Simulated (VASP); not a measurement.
# ReS (F-43m) in VASP: notebook

ReS is run at these levels: PBEsol; tasks: single point.

Program: VASP 6.6.1. These are calculated values, not measurements. Logs are shortened: lines on timing, memory, paths and dates and some standing lists are left out, and cuts for length are marked.

## 1. The cell of the first run

It takes space group F-43m (No. 216, cubic). The conventional cell has a = 5.113 Å, b = 5.113 Å, c = 5.113 Å, α = 90.00°, β = 90.00°, γ = 90.00°. Within 2.9 Å of Re (site symmetry -43m) lie 4 S at 2.21 Å. Within 2.9 Å of S (site symmetry -43m) lie 4 Re at 2.21 Å.

## 2. Single point, PBEsol, collinear spin (16.71 Å³/atom)

INCAR

```
SYSTEM = ReS
PREC     = Accurate       ! precision mode
ENCUT    = 560            ! plane-wave cutoff, eV
EDIFF    = 1E-6           ! SCF threshold, eV
ISMEAR   = 0              ! smearing method
SIGMA    = 0.05           ! smearing width, eV
LREAL    = .FALSE.        ! projectors in reciprocal space
LASPH    = .TRUE.         ! aspherical terms in the spheres
NELM     = 200            ! most SCF steps
ALGO     = Normal         ! electronic algorithm
ISIF     = 2              ! what is computed and relaxed
LWAVE    = .FALSE.        ! write WAVECAR
LCHARG   = .FALSE.        ! write CHGCAR
ISPIN    = 2              ! spin polarisation
MAGMOM   = 0.05 0         ! initial moments
LORBIT   = 11             ! projections on sites
LMAXMIX  = 4              ! l up to which the mixer works
GGA      = PS             ! functional
NBANDS   = 22             ! bands
GGA_COMPAT= .FALSE.
```

KPOINTS

```
Automatic mesh
0
G
  10 10 10
  0 0 0
```

POSCAR

```
ReS
1.0
    0.0000000000      2.5564523625      2.5564523625
    2.5564523625      0.0000000000      2.5564523625
    2.5564523625      2.5564523625      0.0000000000
Re S
1 1
Direct
    0.0000000000      0.0000000000      0.0000000000
    0.2500000000      0.2500000000      0.2500000000
```

Potentials or basis: VASP PAW PBE potentials, release 64 (Re_sv_GW, S).

Started as:

```bash
> cat potpaw_PBE.64/Re_sv_GW/POTCAR potpaw_PBE.64/S/POTCAR > POTCAR
> mpirun -np 1 vasp_std > vasp.out
```

OUTCAR:

```text
SYSTEM = ReS
   PREC = Accurate
   ENCUT = 560
   EDIFF = 1E-6
   ISMEAR = 0
   LREAL = .FALSE.
   LASPH = .TRUE.
   NELM = 200
   ISIF = 2
   ISPIN = 2
   LORBIT = 11
   GGA = PS

 ion  position               nearest neighbor table
   1  0.000  0.000  0.000-   2 2.21   2 2.21   2 2.21   2 2.21
   2  0.250  0.250  0.250-   1 2.21   1 2.21   1 2.21   1 2.21

  LATTYP: Found a face centered cubic cell.
 ALAT       =     5.1129047250

  Lattice vectors:

 A1 = (   0.0000000000,   2.5564523625,   2.5564523625)
 A2 = (   2.5564523625,   0.0000000000,   2.5564523625)
 A3 = (   2.5564523625,   2.5564523625,   0.0000000000)

Analysis of symmetry for initial positions (statically):
=====================================================================
 Subroutine PRICEL returns:
 Original cell was already a primitive cell.

 Routine SETGRP: Setting up the symmetry group for a
 face centered cubic supercell.

 Subroutine GETGRP returns: Found 24 space group operations
 (whereof 24 operations were pure point group operations)
 out of a pool of 48 trial point group operations.

The static configuration has the point symmetry T_d .

Analysis of symmetry for dynamics (positions and initial velocities):
=====================================================================
 Subroutine PRICEL returns:
 Original cell was already a primitive cell.

 Routine SETGRP: Setting up the symmetry group for a
 face centered cubic supercell.

 Subroutine GETGRP returns: Found 24 space group operations
 (whereof 24 operations were pure point group operations)
 out of a pool of 48 trial point group operations.

The dynamic configuration has the point symmetry T_d .

Analysis of structural, dynamic, and magnetic symmetry:
=====================================================================
 Subroutine PRICEL returns:
 Original cell was already a primitive cell.

 Routine SETGRP: Setting up the symmetry group for a
 face centered cubic supercell.

 Subroutine GETGRP returns: Found 24 space group operations
 (whereof 24 operations were pure point group operations)
 out of a pool of 48 trial point group operations.

The overall configuration has the point symmetry T_d .

 Subroutine INISYM returns: Found 24 space group operations
 (whereof 24 operations are pure point group operations),
[... 115 lines left out ...]
     AMIX     =   0.40;   BMIX     =  1.00
     AMIX_MAG =   1.60;   BMIX_MAG =  1.00
  volume/ion in A,a.u.               =      16.71       112.75
  Fermi-wavevector in a.u.,A,eV,Ry     =   1.402276  2.649918 26.754204  1.966379
  Thomas-Fermi vector in A             =   2.525054
   LORBIT       =     11    0 simple, 1 ext, 2 COOP (PROOUT), +10 PAW based schemes
   GGA     = PS    functional components
   LHFCALC =     F    Hartree Fock is set to
   AEXX    =    0.0000 exact exchange contribution
   IVDW    =     0    specifies the selected vdW correction
   LEPSILON=     F    determine dielectric tensor
   LRPA    =     F    only Hartree local field effects (RPA)
 spin polarized calculation
 Gauss-broadening in eV      SIGMA  =   0.05
  energy-cutoff  :      560.00
  volume of cell :       33.42
 maximum number of plane-waves:      1018
   NGX = 13   NGY = 13   NGZ = 13

 number of electron      21.0000000 magnetization       0.0138661

 Free energy of the ion-electron system (eV)
  ---------------------------------------------------
  ext. energy  EPLUGINS =         0.00000000
  ---------------------------------------------------
  free energy    TOTEN  =       -18.77406443 eV

  energy without entropy =      -18.76986986  energy(sigma->0) =      -18.77196715

 E-fermi :   9.2858     XC(G=0): -11.9186

 val. band max:        9.2852480390   @ k =  -0.3000   0.2000   0.0000
 cond. band min:       9.2923034864   @ k =  -0.3000   0.2000   0.0000
 fundamental gap:      0.0070554474
 Fermi energy:         9.2858490999

 spin component 1

 k-point     1 :       0.0000    0.0000    0.0000
  band No.  band energies     occupation
      1     -70.3482      1.00000
      2     -32.2732      1.00000
      3     -32.2732      1.00000
      4     -32.2732      1.00000
      5      -6.9005      1.00000
      6       2.6861      1.00000
[... 589 lines left out ...]
     21      27.5144      0.00000
     22      27.9265      0.00000

 [... further k-points ...]

 spin component 2

 k-point     1 :       0.0000    0.0000    0.0000
  band No.  band energies     occupation
      1     -70.3436      1.00000
      2     -32.2672      1.00000
      3     -32.2672      1.00000
      4     -32.2672      1.00000
      5      -6.8984      1.00000
      6       2.6893      1.00000
[... 589 lines left out ...]
     21      27.5177      0.00000
     22      27.9300      0.00000

 [... further k-points ...]

------------------------ aborting loop because EDIFF is reached ----------------------------------------

  FORCE on cell =-STRESS in cart. coord.  units (eV):
  Direction    XX          YY          ZZ          XY          YZ          ZX
  --------------------------------------------------------------------------------------
  -------------------------------------------------------------------------------------
  Total        1.7168281      1.7168281      1.7168281     -0.0000000     -0.0000000      0.0000000
  in kB       82.3179002     82.3179002     82.3179002     -0.0000000     -0.0000000      0.0000000
  external PRESSURE =      82.3179002 kB  Pullay stress =       0.0000000 kB

 VOLUME and BASIS-vectors are now :
 -----------------------------------------------------------------------------
  energy-cutoff  :      560.00
  volume of cell :       33.42
      direct lattice vectors                 reciprocal lattice vectors
     0.000000000  2.556452362  2.556452362    -0.195583539  0.195583539  0.195583539
     2.556452362  0.000000000  2.556452362     0.195583539 -0.195583539  0.195583539
     2.556452362  2.556452362  0.000000000     0.195583539  0.195583539 -0.195583539

 POSITION                                       TOTAL-FORCE (eV/Angst)
 -----------------------------------------------------------------------------------
      0.00000      0.00000      0.00000         0.000000      0.000000      0.000000
      1.27823      1.27823      1.27823        -0.000000     -0.000000     -0.000000
 -----------------------------------------------------------------------------------
    total drift:                                0.000000      0.000000      0.000000

  FREE ENERGIE OF THE ION-ELECTRON SYSTEM (eV)
  ---------------------------------------------------
  free  energy   TOTEN  =       -18.7740644317 eV

  energy  without entropy=      -18.7698698644  energy(sigma->0) =      -18.77196715

 total charge

# of ion       s       p       d       f       tot
--------------------------------------------------
    1        8.842   6.023   4.461   0.072  19.398
    2        1.297   2.411   0.000   0.000   3.708
--------------------------------------------------
tot         10.139   8.434   4.461   0.072  23.106

 magnetization (x)

# of ion       s       p       d       f       tot
--------------------------------------------------
    1        0.012   0.000   0.009   0.000   0.022
    2       -0.000   0.000   0.000   0.000   0.000
--------------------------------------------------
tot          0.012   0.000   0.009   0.000   0.022
```

It took 38 s on 1 thread of Intel Xeon 6975P-C (Granite Rapids), shared host; peak memory 0.22 GiB.

Results:

```yaml
Free_energy: -18.7741 eV
Pressure: 8.2 GPa
Net_moment: 0.01 μB per cell
Site_moments: Re +0.02; S +0.00 μB
```

Levels at points of the mesh, in eV from the Fermi level:
Spin up:
| k point | band 6 | band 7 | band 8 | band 9 | band 10 | band 11 | band 12 | band 13 | band 14 | band 15 |
| --- | --- | --- | --- | --- | --- | --- | --- | --- | --- | --- |
| (0.00, 0.00, 0.00) | -6.60 | -6.60 | -6.60 | -1.30 | -1.30 | 1.38 | 5.10 | 5.10 | 5.10 | 8.69 |
| (0.50, 0.00, 0.00) | -7.23 | -6.05 | -6.05 | -0.69 | -0.69 | -0.66 | 2.48 | 2.48 | 3.92 | 9.67 |
| (0.50, 0.50, 0.00) | -8.10 | -4.87 | -4.87 | -2.67 | -0.82 | 0.21 | 0.61 | 0.61 | 8.50 | 8.85 |
Spin down:
```tsv
k point	band 8	band 9	band 10	band 11	band 12	band 13
(0.00, 0.00, 0.00)	-6.60	-1.29	-1.29	1.39	5.11	5.11
(0.50, 0.00, 0.00)	-6.05	-0.68	-0.68	-0.65	2.49	2.49
(0.50, 0.50, 0.00)	-4.87	-2.66	-0.81	0.22	0.61	0.61
```

Caveat: the cell stands under pressure; the PAW data sets were made with another functional, which shifts forces and pressure a little; spin-orbit coupling is left out, which moves the levels of the heavy elements.

## 3. Single point, PBEsol, collinear spin (18.10 Å³/atom)

This run uses another cell than the first one, of 18.10 Å³/atom.

INCAR

```
SYSTEM = ReS
  PREC = Accurate
  ENCUT = 560
  EDIFF = 1E-6
  ISMEAR = 0
  SIGMA = 0.05
  LREAL = .FALSE.
  LASPH = .TRUE.
  NELM = 200
  ALGO = Normal
  ISIF = 2
  LWAVE = .FALSE.
  LCHARG = .FALSE.
  ISPIN = 2
  MAGMOM = 0.06 0
  LORBIT = 11
  LMAXMIX = 4
  GGA = PS
  NBANDS = 22
  GGA_COMPAT = .FALSE.
```

KPOINTS is that of step 2.

POSCAR

```
ReS
1.0
    0.0000000000      2.6255788973      2.6255788973
    2.6255788973      0.0000000000      2.6255788973
    2.6255788973      2.6255788973      0.0000000000
Re S
1 1
Direct
    0.0000000000      0.0000000000      0.0000000000
    0.2500000000      0.2500000000      0.2500000000
```

Potentials or basis: VASP PAW PBE potentials, release 64 (Re_sv_GW, S).

Started as:

```bash
> cat potpaw_PBE.64/Re_sv_GW/POTCAR potpaw_PBE.64/S/POTCAR > POTCAR
> mpirun -np 1 vasp_std > vasp.out
```

OUTCAR:

```text
SYSTEM = ReS
   PREC = Accurate
   ENCUT = 560
   EDIFF = 1E-6
   ISMEAR = 0
   LREAL = .FALSE.
   LASPH = .TRUE.
   NELM = 200
   ISIF = 2
   ISPIN = 2
   LORBIT = 11
   GGA = PS

 ion  position               nearest neighbor table
   1  0.000  0.000  0.000-   2 2.27   2 2.27   2 2.27   2 2.27
   2  0.250  0.250  0.250-   1 2.27   1 2.27   1 2.27   1 2.27

  LATTYP: Found a face centered cubic cell.
 ALAT       =     5.2511577946
[... 1419 lines left out ...]
  external PRESSURE =     -73.9579768 kB  Pullay stress =       0.0000000 kB

 VOLUME and BASIS-vectors are now :
 -----------------------------------------------------------------------------
  energy-cutoff  :      560.00
  volume of cell :       36.20
      direct lattice vectors                 reciprocal lattice vectors
     0.000000000  2.625578897  2.625578897    -0.190434194  0.190434194  0.190434194
     2.625578897  0.000000000  2.625578897     0.190434194 -0.190434194  0.190434194
     2.625578897  2.625578897  0.000000000     0.190434194  0.190434194 -0.190434194

 POSITION                                       TOTAL-FORCE (eV/Angst)
 -----------------------------------------------------------------------------------
      0.00000      0.00000      0.00000         0.000000      0.000000      0.000000
      1.31279      1.31279      1.31279        -0.000000     -0.000000     -0.000000
 -----------------------------------------------------------------------------------
    total drift:                               -0.000000     -0.000000     -0.000000

  FREE ENERGIE OF THE ION-ELECTRON SYSTEM (eV)
  ---------------------------------------------------
  free  energy   TOTEN  =       -18.7811058275 eV

  energy  without entropy=      -18.7777167278  energy(sigma->0) =      -18.77941128

 total charge

# of ion       s       p       d       f       tot
--------------------------------------------------
    1        7.992   6.014   4.367   0.057  18.430
    2        1.293   2.359   0.000   0.000   3.652
--------------------------------------------------
tot          9.285   8.373   4.367   0.057  22.082

 magnetization (x)

# of ion       s       p       d       f       tot
--------------------------------------------------
    1        0.093   0.001   0.089   0.000   0.183
    2       -0.000   0.001   0.000   0.000   0.001
--------------------------------------------------
tot          0.093   0.002   0.089   0.000   0.184
```

OSZICAR:

```text
N       E                     dE             d eps       ncg     rms          rms(c)
DAV:   1     0.134411748870E+03    0.13441E+03   -0.11783E+04  4160   0.943E+02
DAV:   2    -0.151307322194E+02   -0.14954E+03   -0.14474E+03  5300   0.261E+02
DAV:   3    -0.203101912538E+02   -0.51795E+01   -0.51421E+01  5144   0.453E+01
[... 14 lines left out ...]
DAV:  18    -0.187810866531E+02   -0.77752E-05   -0.68007E-06  4778   0.139E-02    0.205E-01
DAV:  19    -0.187810974357E+02   -0.10783E-04   -0.21090E-05  4826   0.242E-02    0.165E-01
DAV:  20    -0.187811038254E+02   -0.63898E-05   -0.11865E-04  4724   0.573E-02    0.530E-02
DAV:  21    -0.187811053529E+02   -0.15274E-05   -0.27034E-05  4538   0.272E-02    0.164E-01
DAV:  22    -0.187811058275E+02   -0.47465E-06   -0.11516E-06  2470   0.544E-03
   1 F= -.18781106E+02 E0= -.18779411E+02  d E =-.338910E-02  mag=     0.1276
```

Wall time 2.3 min (1 thread of AMD EPYC 7R43 (Zen 3), shared host); peak memory 0.21 GiB.

Results:

| Quantity | Value |
| --- | --- |
| Free energy | -18.7811 eV |
| Pressure | -7.4 GPa |
| Net moment | 0.13 μB per cell |
| Site moments | Re +0.18; S +0.00 μB |

Caveat: the cell stands under tension; a moment this small can come from the mesh or the smearing; the PAW data sets were made with another functional, which shifts forces and pressure a little; spin-orbit coupling is left out, which moves the levels of the heavy elements.

## 4. Single point, PBEsol, collinear spin (17.40 Å³/atom)

This run uses another cell than the first one, of 17.40 Å³/atom.

INCAR: that of step 3 with these lines changed.

```diff
@@ -14,3 +14,3 @@
   ISPIN = 2
-  MAGMOM = 0.06 0
+  MAGMOM = 0.05 0
   LORBIT = 11
```

KPOINTS is that of step 3.

POSCAR

```
ReS
1.0
    0.0000000000      2.5914766101      2.5914766101
    2.5914766101      0.0000000000      2.5914766101
    2.5914766101      2.5914766101      0.0000000000
Re S
1 1
Direct
    0.0000000000      0.0000000000      0.0000000000
    0.2500000000      0.2500000000      0.2500000000
```

Started as:

```bash
> cat potpaw_PBE.64/Re_sv_GW/POTCAR potpaw_PBE.64/S/POTCAR > POTCAR
> mpirun -np 1 vasp_std > vasp.out
```

Run time: 90 s. Hardware: 1 thread of Intel Xeon Platinum 8259CL at 2.50GHz (Skylake/Cascade Lake), shared host; peak memory 0.22 GiB.

It converged, with:

| Property | Result |
| --- | --- |
| Free energy | -18.8115 eV |
| Pressure | -0.4 GPa |
| Net moment | 0.04 μB per cell |
| Site moments | Re +0.06; S +0.00 μB |

Levels at points of the mesh, in eV from the Fermi level:
Spin up:
```
           k point  band 8  band 9  band 10  band 11  band 12  band 13
(0.00, 0.00, 0.00)   -6.39   -1.21    -1.21     1.24     4.91     4.91
(0.50, 0.00, 0.00)   -5.87   -0.66    -0.66    -0.63     2.38     2.38
(0.50, 0.50, 0.00)   -4.80   -2.50    -0.82     0.19     0.60     0.60
```
Spin down:
```csv
k point,band 7,band 8,band 9,band 10,band 11,band 12,band 13,band 14
"(0.00, 0.00, 0.00)",-6.38,-6.38,-1.18,-1.18,1.25,4.92,4.92,4.92
"(0.50, 0.00, 0.00)",-5.86,-5.86,-0.63,-0.63,-0.62,2.39,2.39,3.84
"(0.50, 0.50, 0.00)",-4.79,-4.79,-2.48,-0.79,0.22,0.61,0.61,8.06
```

Caveat: the PAW data sets were made with another functional, which shifts forces and pressure a little; spin-orbit coupling is left out, which moves the levels of the heavy elements.

## 5. Overview

| cell | gap on the mesh (eV) | pressure (GPa) | moment (μB) |
| --- | --- | --- | --- |
| a = 3.615 Å, angles 60.0°, 2 atoms | none | 8.2 | 0.01 |
| a = 3.713 Å, angles 60.0°, 2 atoms | none | -7.4 | 0.13 |
| a = 3.665 Å, angles 60.0°, 2 atoms | none | -0.4 | 0.04 |

Alike in all rows: task single point; level PBEsol; potentials or basis VASP PAW PBE potentials, release 64 (Re_sv_GW, S); spin collinear; k mesh 10 × 10 × 10; cutoff (eV) 560; smearing gaussian 0.05 eV.

Caveats: the PAW data sets were made with another functional, which shifts forces and pressure a little; spin-orbit coupling is left out, which moves the levels of the heavy elements; the cell stands under pressure (at least some runs); the cell stands under tension (at least some runs); a moment this small can come from the mesh or the smearing (at least some runs).

Absolute energies hang on the potentials; compare differences alone.

The gap in the log of VASP goes by the Fermi energy; the results here count the filled bands.